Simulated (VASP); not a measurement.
# PbS (Fm-3m) in VASP: a series of runs

The runs below take PbS through single point, with PBEsol, r2SCAN.

All numbers are computed with VASP 6.6.1; they aren't measurements. Logs are shortened: lines on timing, memory, paths and dates and some standing lists are left out, and cuts for length are marked.

## (1) The cell of the first run

The structure is cubic, space group Fm-3m (No. 225). The conventional cell has a = 5.900 Å, b = 5.900 Å, c = 5.900 Å, α = 90.00°, β = 90.00°, γ = 90.00°. Pb (site symmetry m-3m) has 6 S at 2.95 Å within 3.9 Å. Within 3.9 Å of S (site symmetry m-3m) lie 6 Pb at 2.95 Å.

## (2) Single point, PBEsol

Input file INCAR:

```
PREC = Accurate
ENCUT = 520
EDIFF = 1E-7
ISMEAR = -1
SIGMA = 0.05
LREAL = F
LASPH = T
NELM = 80
ALGO = Normal
ISIF = 2
LWAVE = F
LCHARG = T
GGA = PS
LELF = T
LVHAR = T
NBANDS = 17
```

Input file KPOINTS:

```
Automatic mesh
0
Gamma
  7 7 7
```

Input file POSCAR:

```
PbS
1.0
    0.0000000000      2.9500000000      2.9500000000
    2.9500000000      0.0000000000      2.9500000000
    2.9500000000      2.9500000000      0.0000000000
Pb S
1 1
Direct
    0.0000000000      0.0000000000      0.0000000000
    0.5000000000      0.5000000000      0.5000000000
```

Potentials or basis: VASP PAW PBE potentials, release 64 (Pb_d, S).

Started as:

```
cat potpaw_PBE.64/Pb_d/POTCAR potpaw_PBE.64/S/POTCAR > POTCAR
mpirun -np 1 vasp_std > vasp.out
```

OUTCAR:

```text
PREC = Accurate
   ENCUT = 520
   EDIFF = 1E-7
   ISMEAR = -1
   LREAL = F
   LASPH = T
   NELM = 80
   ISIF = 2
   GGA = PS

 ion  position               nearest neighbor table
   1  0.000  0.000  0.000-   2 2.95   2 2.95   2 2.95   2 2.95   2 2.95   2 2.95
   2  0.500  0.500  0.500-   1 2.95   1 2.95   1 2.95   1 2.95   1 2.95   1 2.95

  LATTYP: Found a face centered cubic cell.
 ALAT       =     5.9000000000

  Lattice vectors:

 A1 = (   0.0000000000,   2.9500000000,   2.9500000000)
 A2 = (   2.9500000000,   0.0000000000,   2.9500000000)
 A3 = (   2.9500000000,   2.9500000000,   0.0000000000)

Analysis of symmetry for initial positions (statically):
=====================================================================
 Subroutine PRICEL returns:
 Original cell was already a primitive cell.

 Routine SETGRP: Setting up the symmetry group for a
 face centered cubic supercell.

 Subroutine GETGRP returns: Found 48 space group operations
 (whereof 48 operations were pure point group operations)
 out of a pool of 48 trial point group operations.

The static configuration has the point symmetry O_h .

Analysis of symmetry for dynamics (positions and initial velocities):
=====================================================================
 Subroutine PRICEL returns:
 Original cell was already a primitive cell.

 Routine SETGRP: Setting up the symmetry group for a
 face centered cubic supercell.

 Subroutine GETGRP returns: Found 48 space group operations
 (whereof 48 operations were pure point group operations)
 out of a pool of 48 trial point group operations.

The dynamic configuration has the point symmetry O_h .

 Subroutine INISYM returns: Found 48 space group operations
 (whereof 48 operations are pure point group operations),
 and found     1 'primitive' translations

----------------------------------------------------------------------------------------

                                     Primitive cell

  volume of cell :      51.3448

  direct lattice vectors                    reciprocal lattice vectors
     0.000000000  2.950000000  2.950000000    -0.169491525  0.169491525  0.169491525
     2.950000000  0.000000000  2.950000000     0.169491525 -0.169491525  0.169491525
     2.950000000  2.950000000  0.000000000     0.169491525  0.169491525 -0.169491525

  length of vectors
     4.171930009  4.171930009  4.171930009     0.293567933  0.293567933  0.293567933

  position of ions in fractional coordinates (direct lattice)
     0.000000000  0.000000000  0.000000000
     0.500000000  0.500000000  0.500000000

  ion indices of the primitive-cell ions
   primitive index   ion index
                 1           1
                 2           2

----------------------------------------------------------------------------------------

 KPOINTS: Automatic mesh

Automatic generation of k-mesh.
 Grid dimensions read from file:
 generate k-points for:    7    7    7

 Generating k-lattice:

  Cartesian coordinates                     Fractional coordinates (reciprocal lattice)
    -0.024213075  0.024213075  0.024213075     0.142857143  0.000000000  0.000000000
     0.024213075 -0.024213075  0.024213075     0.000000000  0.142857143  0.000000000
     0.024213075  0.024213075 -0.024213075     0.000000000  0.000000000  0.142857143

  Length of vectors
     0.041938276  0.041938276  0.041938276

  Shift w.r.t. Gamma in fractional coordinates (k-lattice)
     0.000000000  0.000000000  0.000000000

 Subroutine IBZKPT returns following result:
 ===========================================

 Found     20 irreducible k-points:

 Following reciprocal coordinates:
            Coordinates               Weight
  0.000000  0.000000  0.000000      1.000000
  0.142857  0.000000  0.000000      8.000000
  0.285714  0.000000  0.000000      8.000000
  0.428571  0.000000  0.000000      8.000000
  0.142857  0.142857  0.000000      6.000000
  0.285714  0.142857  0.000000     24.000000
[... 12 lines left out ...]
 -0.428571  0.428571  0.142857     24.000000
 -0.285714  0.428571  0.142857     24.000000
   k-points           NKPTS =     20   k-points in BZ     NKDIM =     20   number of bands    NBANDS=     17
   number of dos      NEDOS =    301   number of ions     NIONS =      2
   total plane-waves  NPLWV =  32768
   dimension x,y,z NGX =    32 NGY =   32 NGZ =   32
   dimension x,y,z NGXF=    64 NGYF=   64 NGZF=   64
   ions per type =               1   1
   NGX,Y,Z   is equivalent  to a cutoff of  12.75, 12.75, 12.75 a.u.
   NGXF,Y,Z  is equivalent  to a cutoff of  25.50, 25.50, 25.50 a.u.
 SYSTEM =  unknown system
   PREC   = accura    normal or accurate (medium, high low for compatibility)
   ISTART =      0    job   : 0-new  1-cont  2-samecut
   ICHARG =      2    charge: 1-file 2-atom 10-const
   ISPIN  =      1    spin polarized calculation?
   LNONCOLLINEAR =      F non collinear calculations
   LSORBIT =      F    spin-orbit coupling
   LASPH  =      T    aspherical Exc in radial PAW
   ENCUT  =  520.0 eV  38.22 Ry    6.18 a.u.   7.76  7.76  7.76*2*pi/ulx,y,z
   NELM   =     80;   NELMIN=  2; NELMDL= -5     # of ELM steps
   EDIFF  = 0.1E-06   stopping-criterion for ELM
   LREAL  =      F    real-space projection
   EDIFFG = 0.1E-05   stopping-criterion for IOM
   NSW    =      0    number of steps for IOM
   IBRION =     -1    ionic relax: 0-MD 1-quasi-New 2-CG
   NFREE  =      0    steps in history (QN), initial steepest desc. (CG)
   ISIF   =      2    stress and relaxation
   ISYM   =      2    0-nonsym 1-usesym 2-fastsym
   POTIM  = 0.5000    time-step for ionic-motion
   TEBEG  =    0.0;   TEEND  =   0.0 temperature during run
   PSTRESS=    0.0 pullay stress
   NELECT =      20.0000    total number of electrons
   NUPDOWN=      -1.0000    fix difference up-down
   EMIN   =  10.00;   EMAX   =-10.00  energy-range for DOS
   EFERMI =   0.00;   METHOD = LEGACY
   ISMEAR =    -1;   SIGMA  =   0.05  broadening in eV -4-tet -1-fermi 0-gaus
   EFERMI_NEDOS =   21; number of points for ismear=-14 and -15
   IALGO  =     38    algorithm
   IMIX   =      4    mixing-type and parameters
     AMIX     =   0.40;   BMIX     =  1.00
     AMIX_MAG =   1.60;   BMIX_MAG =  1.00
  volume/ion in A,a.u.               =      25.67       173.25
  Fermi-wavevector in a.u.,A,eV,Ry     =   1.195601  2.259358 19.448997  1.429461
  Thomas-Fermi vector in A             =   2.331562
   LORBIT       =      0    0 simple, 1 ext, 2 COOP (PROOUT), +10 PAW based schemes
   GGA     = PS    functional components
   LHFCALC =     F    Hartree Fock is set to
   AEXX    =    0.0000 exact exchange contribution
   IVDW    =     0    specifies the selected vdW correction
   LEPSILON=     F    determine dielectric tensor
   LRPA    =     F    only Hartree local field effects (RPA)
 non-spin polarized calculation
  energy-cutoff  :      520.00
  volume of cell :       51.34
 maximum number of plane-waves:      1411
   NGX = 15   NGY = 15   NGZ = 15

 number of electron      19.9999996 magnetization

 Free energy of the ion-electron system (eV)
  ---------------------------------------------------
  ext. energy  EPLUGINS =         0.00000000
  ---------------------------------------------------
  free energy    TOTEN  =        -9.46002963 eV

  energy without entropy =       -9.46002263  energy(sigma->0) =       -9.46002613

 E-fermi :   6.0504     XC(G=0):  -9.9635

 val. band max:        5.6087907099   @ k =   0.4286   0.0000   0.0000
 cond. band min:       6.4900890770   @ k =   0.4286   0.0000   0.0000
 fundamental gap:      0.8812983672
 Fermi energy:         6.0503952141

 k-point     1 :       0.0000    0.0000    0.0000
  band No.  band energies     occupation
      1     -10.8727      2.00000
      2     -10.8727      2.00000
      3     -10.8727      2.00000
      4     -10.8600      2.00000
      5     -10.8600      2.00000
      6      -7.8529      2.00000
[... 9 lines left out ...]
     16      12.5024      0.00000
     17      14.2958      0.00000

 k-point     2 :       0.1429    0.0000    0.0000
  band No.  band energies     occupation
      1     -10.8718      2.00000
      2     -10.8710      2.00000
      3     -10.8710      2.00000
      4     -10.8586      2.00000
      5     -10.8586      2.00000
      6      -7.6730      2.00000
[... 9 lines left out ...]
     16      12.9813      0.00000
     17      15.8488      0.00000

 k-point     3 :       0.2857    0.0000    0.0000
  band No.  band energies     occupation
      1     -10.8833      2.00000
      2     -10.8833      2.00000
      3     -10.8705      2.00000
      4     -10.8394      2.00000
      5     -10.8394      2.00000
      6      -7.1860      2.00000
[... 9 lines left out ...]
     16      14.0726      0.00000
     17      18.1462      0.00000

 k-point     4 :       0.4286    0.0000    0.0000
  band No.  band energies     occupation
      1     -10.8944      2.00000
      2     -10.8944      2.00000
      3     -10.8701      2.00000
      4     -10.8227      2.00000
      5     -10.8227      2.00000
      6      -6.6447      2.00000
[... 9 lines left out ...]
     16      15.5532      0.00000
     17      16.9391      0.00000
[... 263 lines left out ...]
      1     -10.9455      2.00000
      2     -10.8733      2.00000
      3     -10.8606      2.00000
      4     -10.8392      2.00000
      5     -10.8189      2.00000
      6      -6.3196      2.00000
[... 9 lines left out ...]
     16      16.4839      0.00000
     17      17.5148      0.00000

 k-point    19 :      -0.4286    0.4286    0.1429
  band No.  band energies     occupation
      1     -10.9943      2.00000
      2     -10.8830      2.00000
      3     -10.8496      2.00000
      4     -10.8244      2.00000
      5     -10.8096      2.00000
      6      -6.1500      2.00000
[... 9 lines left out ...]
     16      17.5484      0.00000
     17      17.9385      0.00000

 k-point    20 :      -0.2857    0.4286    0.1429
  band No.  band energies     occupation
      1     -10.9783      2.00000
      2     -10.8656      2.00000
      3     -10.8568      2.00000
      4     -10.8443      2.00000
      5     -10.8098      2.00000
      6      -6.0760      2.00000
[... 9 lines left out ...]
     16      17.6002      0.00000
     17      18.2514      0.00000

------------------------ aborting loop because EDIFF is reached ----------------------------------------

  FORCE on cell =-STRESS in cart. coord.  units (eV):
  Direction    XX          YY          ZZ          XY          YZ          ZX
  --------------------------------------------------------------------------------------
  -------------------------------------------------------------------------------------
  Total       -0.0107929     -0.0107929     -0.0107929      0.0000000      0.0000000      0.0000000
  in kB       -0.3367843     -0.3367843     -0.3367843      0.0000000      0.0000000      0.0000000
  external PRESSURE =      -0.3367843 kB  Pullay stress =       0.0000000 kB

 VOLUME and BASIS-vectors are now :
 -----------------------------------------------------------------------------
  energy-cutoff  :      520.00
  volume of cell :       51.34
      direct lattice vectors                 reciprocal lattice vectors
     0.000000000  2.950000000  2.950000000    -0.169491525  0.169491525  0.169491525
     2.950000000  0.000000000  2.950000000     0.169491525 -0.169491525  0.169491525
     2.950000000  2.950000000  0.000000000     0.169491525  0.169491525 -0.169491525

 POSITION                                       TOTAL-FORCE (eV/Angst)
 -----------------------------------------------------------------------------------
      0.00000      0.00000      0.00000        -0.000000      0.000000      0.000000
      2.95000      2.95000      2.95000         0.000000     -0.000000     -0.000000
 -----------------------------------------------------------------------------------
    total drift:                                0.000000     -0.000000     -0.000000

  FREE ENERGIE OF THE ION-ELECTRON SYSTEM (eV)
  ---------------------------------------------------
  free  energy   TOTEN  =        -9.4600296347 eV

  energy  without entropy=       -9.4600226298  energy(sigma->0) =       -9.46002613
```

It took 11 s on 1 thread of Intel Xeon Platinum 8375C at 2.90GHz (Ice Lake), shared host; peak memory 0.18 GiB.

What came out:

```yaml
Free_energy: -9.4600 eV
Pressure: 0.0 GPa
```

Caveat: this odd mesh misses L, where the gap lies, so gap, dielectric constants and Born charges aren't listed; the PAW data sets were made with another functional, which shifts forces and pressure a little; spin-orbit coupling is left out, which moves the levels of the heavy elements.

## (3) Single point, r2SCAN

POSCAR is that of step 2.

Input file INCAR.step1:

```
SYSTEM = PbS
ALGO = Normal
EDIFF = 1E-4
ENCUT = 520
GGA = PE
ISMEAR = -1
LASPH = .True.
LCHARG = .False.
LREAL = .False.
LWAVE = .True.
NBANDS = 17
NELM = 80
PREC = Accurate
SIGMA = 0.05
```

Input file INCAR.step2:

```
SYSTEM = PbS
ALGO = Normal
EDIFF = 1E-6
ENCUT = 520
ISIF = 2
ISMEAR = -1
ISTART = 1
LASPH = .True.
LCHARG = .True.
LELF = .True.
LMIXTAU = .True.
LREAL = .False.
LVHAR = .True.
LWAVE = .False.
METAGGA = R2SCAN
NBANDS = 17
NELM = 80
PREC = Accurate
SIGMA = 0.05
```

Input file KPOINTS:

```
k-points
0
Gamma
  7 7 7
  0 0 0
```

Potentials or basis: VASP PAW PBE potentials, release 64 (Pb_d, S).

Started as:

```
cat potpaw_PBE.64/Pb_d/POTCAR potpaw_PBE.64/S/POTCAR > POTCAR
cp INCAR.step1 INCAR
mpirun -np 1 vasp_std > vasp.out
cp INCAR.step2 INCAR
mpirun -np 1 vasp_std > vasp.out
```

Run time: 38 s. Hardware: 1 thread of Intel Xeon Platinum 8375C at 2.90GHz (Ice Lake), shared host; peak memory 0.19 GiB.

Results (log left out):

* Free energy: -65.5987 eV
* Pressure: 2.3 GPa

Levels at points of the mesh, in eV from the Fermi level:
| k point | band 7 | band 8 | band 9 | band 10 | band 11 | band 12 | band 13 | band 14 |
| --- | --- | --- | --- | --- | --- | --- | --- | --- |
| (0.00, 0.00, 0.00) | -6.41 | -2.76 | -2.76 | -2.76 | 5.26 | 5.26 | 5.26 | 6.75 |

Caveat: this odd mesh misses L, where the gap lies, so gap, dielectric constants and Born charges aren't listed; the PAW data sets were made with another functional, which shifts forces and pressure a little; spin-orbit coupling is left out, which moves the levels of the heavy elements.
